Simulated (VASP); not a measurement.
# InSb3 (Pm-3m) in VASP: a series of runs, part 2 of 2

VASP 6.6.1. The steps go on from the part before.

**3. Single point, PBEsol+D3(BJ)**

This run uses another cell than the first one, of 25.26 Å³/atom.

The input, INCAR:

```
PREC = Accurate
ENCUT = 520
EDIFF = 1E-6
ISMEAR = -1
SIGMA = 0.05
LREAL = False
LASPH = True
NELM = 100
ALGO = Normal
ISIF = 2
LWAVE = False
LCHARG = False
GGA = PS
IVDW = 12
NBANDS = 22
```

The input, KPOINTS:

```
regular mesh
0
Gamma
  6 6 6
```

The input, POSCAR:

```
InSb3
1.0
    4.6577844935      0.0000000000      0.0000000000
    0.0000000000      4.6577844935      0.0000000000
    0.0000000000      0.0000000000      4.6577844935
Sb In
3 1
Direct
    0.5000000000      0.5000000000      0.0000000000
    0.0000000000      0.5000000000      0.5000000000
    0.5000000000      0.0000000000      0.5000000000
    0.0000000000      0.0000000000      0.0000000000
```

Potentials or basis: VASP PAW PBE potentials, release 64 (Sb, In_d).

On the command line:

```
cat potpaw_PBE.64/Sb/POTCAR potpaw_PBE.64/In_d/POTCAR > POTCAR
mpirun -np 1 vasp_std > vasp.out
```

OUTCAR:

```text
PREC = Accurate
   ENCUT = 520
   EDIFF = 1E-6
   ISMEAR = -1
   LREAL = False
   LASPH = True
   NELM = 100
   ISIF = 2
   GGA = PS
   IVDW = 12
 IVDW          = 12

 ion  position               nearest neighbor table
   1  0.500  0.500  0.000-   2 3.29   3 3.29   4 3.29   2 3.29   3 3.29   3 3.29   4 3.29   3 3.29
                             2 3.29   4 3.29   2 3.29   4 3.29
   2  0.000  0.500  0.500-   1 3.29   3 3.29   4 3.29   1 3.29   4 3.29   3 3.29   4 3.29   4 3.29
                             1 3.29   3 3.29   1 3.29   3 3.29
   3  0.500  0.000  0.500-   1 3.29   2 3.29   4 3.29   1 3.29   4 3.29   1 3.29   2 3.29   1 3.29
                             2 3.29   4 3.29   4 3.29   2 3.29
   4  0.000  0.000  0.000-   1 3.29   2 3.29   3 3.29   2 3.29   3 3.29   1 3.29   2 3.29   2 3.29
                             1 3.29   3 3.29   3 3.29   1 3.29

  LATTYP: Found a simple cubic cell.
 ALAT       =     4.6577844935

  Lattice vectors:

 A1 = (   4.6577844935,   0.0000000000,   0.0000000000)
 A2 = (   0.0000000000,   4.6577844935,   0.0000000000)
 A3 = (   0.0000000000,   0.0000000000,   4.6577844935)

Analysis of symmetry for initial positions (statically):
=====================================================================
 Subroutine PRICEL returns:
 Original cell was already a primitive cell.

 Routine SETGRP: Setting up the symmetry group for a
 simple cubic supercell.

 Subroutine GETGRP returns: Found 48 space group operations
 (whereof 48 operations were pure point group operations)
 out of a pool of 48 trial point group operations.

The static configuration has the point symmetry O_h .

Analysis of symmetry for dynamics (positions and initial velocities):
=====================================================================
 Subroutine PRICEL returns:
 Original cell was already a primitive cell.

 Routine SETGRP: Setting up the symmetry group for a
 simple cubic supercell.

 Subroutine GETGRP returns: Found 48 space group operations
 (whereof 48 operations were pure point group operations)
 out of a pool of 48 trial point group operations.

The dynamic configuration has the point symmetry O_h .

 Subroutine INISYM returns: Found 48 space group operations
 (whereof 48 operations are pure point group operations),
 and found     1 'primitive' translations

----------------------------------------------------------------------------------------

                                     Primitive cell

  volume of cell :     101.0504

  direct lattice vectors                    reciprocal lattice vectors
     4.657784494  0.000000000  0.000000000     0.214694347  0.000000000  0.000000000
     0.000000000  4.657784494  0.000000000     0.000000000  0.214694347  0.000000000
     0.000000000  0.000000000  4.657784494     0.000000000  0.000000000  0.214694347

  length of vectors
     4.657784494  4.657784494  4.657784494     0.214694347  0.214694347  0.214694347

  position of ions in fractional coordinates (direct lattice)
     0.500000000  0.500000000  0.000000000
     0.000000000  0.500000000  0.500000000
     0.500000000  0.000000000  0.500000000
     0.000000000  0.000000000  0.000000000

  ion indices of the primitive-cell ions
   primitive index   ion index
                 1           1
                 2           2
                 3           3
                 4           4

[... 24 lines left out ...]
 Found     20 irreducible k-points:

 Following reciprocal coordinates:
            Coordinates               Weight
  0.000000  0.000000  0.000000      1.000000
  0.166667  0.000000  0.000000      6.000000
  0.333333  0.000000  0.000000      6.000000
  0.500000  0.000000  0.000000      3.000000
  0.166667  0.166667  0.000000     12.000000
  0.333333  0.166667  0.000000     24.000000
[... 12 lines left out ...]
  0.500000  0.500000  0.333333      6.000000
  0.500000  0.500000  0.500000      1.000000
   k-points           NKPTS =     20   k-points in BZ     NKDIM =     20   number of bands    NBANDS=     22
   number of dos      NEDOS =    301   number of ions     NIONS =      4
   total plane-waves  NPLWV =  46656
   dimension x,y,z NGX =    36 NGY =   36 NGZ =   36
   dimension x,y,z NGXF=    72 NGYF=   72 NGZF=   72
   ions per type =               3   1
   NGX,Y,Z   is equivalent  to a cutoff of  12.85, 12.85, 12.85 a.u.
   NGXF,Y,Z  is equivalent  to a cutoff of  25.70, 25.70, 25.70 a.u.
 SYSTEM =  unknown system
   PREC   = accura    normal or accurate (medium, high low for compatibility)
   ISTART =      0    job   : 0-new  1-cont  2-samecut
   ICHARG =      2    charge: 1-file 2-atom 10-const
   ISPIN  =      1    spin polarized calculation?
   LNONCOLLINEAR =      F non collinear calculations
   LSORBIT =      F    spin-orbit coupling
   LASPH  =      T    aspherical Exc in radial PAW
   ENCUT  =  520.0 eV  38.22 Ry    6.18 a.u.   8.66  8.66  8.66*2*pi/ulx,y,z
   NELM   =    100;   NELMIN=  2; NELMDL= -5     # of ELM steps
   EDIFF  = 0.1E-05   stopping-criterion for ELM
   LREAL  =      F    real-space projection
   EDIFFG = 0.1E-04   stopping-criterion for IOM
   NSW    =      0    number of steps for IOM
   IBRION =     -1    ionic relax: 0-MD 1-quasi-New 2-CG
   NFREE  =      0    steps in history (QN), initial steepest desc. (CG)
   ISIF   =      2    stress and relaxation
   ISYM   =      2    0-nonsym 1-usesym 2-fastsym
   POTIM  = 0.5000    time-step for ionic-motion
   TEBEG  =    0.0;   TEEND  =   0.0 temperature during run
   PSTRESS=    0.0 pullay stress
   NELECT =      28.0000    total number of electrons
   NUPDOWN=      -1.0000    fix difference up-down
   EMIN   =  10.00;   EMAX   =-10.00  energy-range for DOS
   EFERMI =   0.00;   METHOD = LEGACY
   ISMEAR =    -1;   SIGMA  =   0.05  broadening in eV -4-tet -1-fermi 0-gaus
   EFERMI_NEDOS =   21; number of points for ismear=-14 and -15
   IALGO  =     38    algorithm
   IMIX   =      4    mixing-type and parameters
     AMIX     =   0.40;   BMIX     =  1.00
     AMIX_MAG =   1.60;   BMIX_MAG =  1.00
  volume/ion in A,a.u.               =      25.26       170.48
  Fermi-wavevector in a.u.,A,eV,Ry     =   1.067288  2.016881 15.498434  1.139103
  Thomas-Fermi vector in A             =   2.202899
   LORBIT       =      0    0 simple, 1 ext, 2 COOP (PROOUT), +10 PAW based schemes
   GGA     = PS    functional components
   LHFCALC =     F    Hartree Fock is set to
   AEXX    =    0.0000 exact exchange contribution
   IVDW    =    12    specifies the selected vdW correction
   LEPSILON=     F    determine dielectric tensor
   LRPA    =     F    only Hartree local field effects (RPA)
 non-spin polarized calculation
  energy-cutoff  :      520.00
  volume of cell :      101.05
 maximum number of plane-waves:      2800
 NGX is ok and might be reduce to    36
   NGX = 17   NGY = 17   NGZ = 17

 number of electron      27.9999986 magnetization

 Free energy of the ion-electron system (eV)
  ---------------------------------------------------
  ext. energy  EPLUGINS =         0.00000000
  ---------------------------------------------------
  free energy    TOTEN  =       -16.02721488 eV

  energy without entropy =      -16.00512334  energy(sigma->0) =      -16.01616911

 E-fermi :   8.8499     XC(G=0): -10.5985

 val. band max:        8.8447719372   @ k =   0.5000   0.3333   0.0000
 cond. band min:       8.8540922957   @ k =   0.1667   0.0000   0.0000
 fundamental gap:      0.0093203584
 Fermi energy:         8.8499021663

 k-point     1 :       0.0000    0.0000    0.0000
  band No.  band energies     occupation
      1      -5.6346      2.00000
      2      -5.6346      2.00000
      3      -5.6080      2.00000
      4      -5.6080      2.00000
      5      -5.6080      2.00000
      6      -4.0015      2.00000
[... 489 lines left out ...]
     21      15.7676      0.00000
     22      17.7915      0.00000

------------------------ aborting loop because EDIFF is reached ----------------------------------------

 Edisp (eV)   -1.98618

 E8    (eV) :    -1.3800

  FORCE on cell =-STRESS in cart. coord.  units (eV):
  Direction    XX          YY          ZZ          XY          YZ          ZX
  --------------------------------------------------------------------------------------
  -------------------------------------------------------------------------------------
  Total      -0.23789    -0.23789    -0.23789     0.00000    -0.00000     0.00000
  in kB      -3.77175    -3.77175    -3.77175     0.00000    -0.00000     0.00000
  external pressure =       -3.77 kB  Pullay stress =        0.00 kB

 VOLUME and BASIS-vectors are now :
 -----------------------------------------------------------------------------
  energy-cutoff  :      520.00
  volume of cell :      101.05
      direct lattice vectors                 reciprocal lattice vectors
     4.657784494  0.000000000  0.000000000     0.214694347  0.000000000  0.000000000
     0.000000000  4.657784494  0.000000000     0.000000000  0.214694347  0.000000000
     0.000000000  0.000000000  4.657784494     0.000000000  0.000000000  0.214694347

 POSITION                                       TOTAL-FORCE (eV/Angst)
 -----------------------------------------------------------------------------------
      2.32889      2.32889      0.00000         0.000000      0.000000      0.000000
      0.00000      2.32889      2.32889         0.000000      0.000000      0.000000
      2.32889      0.00000      2.32889         0.000000      0.000000      0.000000
      0.00000      0.00000      0.00000         0.000000      0.000000      0.000000
 -----------------------------------------------------------------------------------
    total drift:                               -0.000000     -0.000000     -0.000000

  FREE ENERGIE OF THE ION-ELECTRON SYSTEM (eV)
  ---------------------------------------------------
  free  energy   TOTEN  =       -18.0133914047 eV

  energy  without entropy=      -17.9912998614  energy(sigma->0) =      -18.00234563
```

OSZICAR:

```text
N       E                     dE             d eps       ncg     rms          rms(c)
DAV:   1     0.197213569232E+03    0.19721E+03   -0.11185E+04   880   0.120E+03
DAV:   2     0.998500587104E+00   -0.19622E+03   -0.18894E+03   990   0.301E+02
DAV:   3    -0.155311600693E+02   -0.16530E+02   -0.15958E+02  1096   0.890E+01
DAV:   4    -0.160575079202E+02   -0.52635E+00   -0.52469E+00  1030   0.164E+01
DAV:   5    -0.160826759114E+02   -0.25168E-01   -0.25166E-01  1336   0.379E+00    0.400E+00
DAV:   6    -0.160411212302E+02    0.41555E-01   -0.64485E-02  1062   0.373E+00    0.225E+00
DAV:   7    -0.160279401701E+02    0.13181E-01   -0.28402E-02  1176   0.194E+00    0.249E-01
DAV:   8    -0.160272368905E+02    0.70328E-03   -0.27722E-03  1046   0.701E-01    0.731E-02
DAV:   9    -0.160272154098E+02    0.21481E-04   -0.13863E-04  1046   0.920E-02    0.240E-02
DAV:  10    -0.160272148834E+02    0.52648E-06   -0.81827E-06  1234   0.195E-02
   1 F= -.18013391E+02 E0= -.18002346E+02  d E =-.220915E-01
```

Wall time 40 s (1 thread of Intel Xeon 8259CL, shared host); peak memory 0.23 GiB.

What came out:

| Property | Result |
| --- | --- |
| Free energy | -18.0134 eV |
| Pressure | -0.4 GPa |
| Band gap on the k mesh | zero (bands 14 and 15 overlap by 5.21 eV) |
| Dispersion energy per atom | -0.497 eV |

Caveat: three body term missing; the PAW data sets were made with another functional, which shifts forces and pressure a little; spin-orbit coupling is left out, which moves the levels of the heavy elements.
